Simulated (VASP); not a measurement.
Set up this calculation in VASP 6.6.1, as the native input.

```yaml
Task: single point
Functional: LDA
Potentials_or_basis: VASP PAW LDA potentials, release 64 (Pd)
Cutoff: 500 eV
k_mesh: 19 × 19 × 19
Occupations: fermi-dirac, width 0.08 eV
Spin: no spin polarisation
Dipole_correction: no
Further_INCAR_settings: ALGO = Normal; EDIFF = 1e-06; NBANDS = 11
```

The structure of Pd lies in POSCAR:

```
Pd
1.0
    0.0000000000      1.8813876117      1.8813876117
    1.8813876117      0.0000000000      1.8813876117
    1.8813876117      1.8813876117      0.0000000000
Pd
1
Direct
    0.0000000000      0.0000000000      0.0000000000
```

This cell differs from its parent crystal: volume scaled by 0.94.

The input as run:

INCAR

```
ALGO = Normal
EDIFF = 1E-6
ENCUT = 500
GGA = CA
GGA_COMPAT = F
ISIF = 2
ISMEAR = -1
LASPH = T
LCHARG = F
LREAL = F
LWAVE = F
NBANDS = 11
NELM = 120
PREC = Accurate
SIGMA = 0.08
```

KPOINTS

```
k-points
0
Gamma
  19 19 19
```

Potentials or basis: VASP PAW LDA potentials, release 64 (Pd).

The run is started by

```sh
$ cat potpaw_LDA.64/Pd/POTCAR > POTCAR
$ mpirun -np 1 vasp_std > vasp.out
```

Results of the run:

```yaml
Pressure: 16.9 GPa
Band_gap_on_the_k_mesh: zero (band 5 reaches 11.80 eV, above the bottom of band 6 at 9.92 eV)
```

Run time: 27 s on 1 thread of Intel Xeon 8259CL, on a shared host, peak memory 0.14 GiB.
